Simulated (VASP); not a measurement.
I, 1 atom in the cell. The typed cell holds 1 atom: a = 6.052 Å, b = 6.052 Å, c = 3.281 Å, α = 74.27°, β = 74.27°, γ = 31.46°. 

| Item | Value |
| --- | --- |
| Program | VASP 6.6.1 |
| Task | single point |
| Functional | RPBE |
| Potentials or basis | VASP PAW PBE potentials, release 64 (I) |
| Cutoff | 520 eV |
| k mesh | 9 × 9 × 9 |
| Occupations | fermi-dirac, width 0.05 eV |
| Spin | no spin polarisation |
| Dipole correction | no |
| Further INCAR settings | ALGO = Normal; EDIFF = 1e-07; NBANDS = 10 |

Potentials or basis: VASP PAW PBE potentials, release 64 (I).

Launch:

```console
$ cat potpaw_PBE.64/I/POTCAR > POTCAR
$ mpirun -np 1 vasp_std > vasp.out
```

Hardware: 1 thread of AMD EPYC 9R45 96-Core Processor (Zen 5), with other jobs on the host.

Question: Estimate the wall time of this run.

Answer: It took 51 s on 1 thread of AMD EPYC 9R45 96-Core Processor (Zen 5) (shared host), peak memory 0.22 GiB. Counts: scf iterations 13, k points 125.
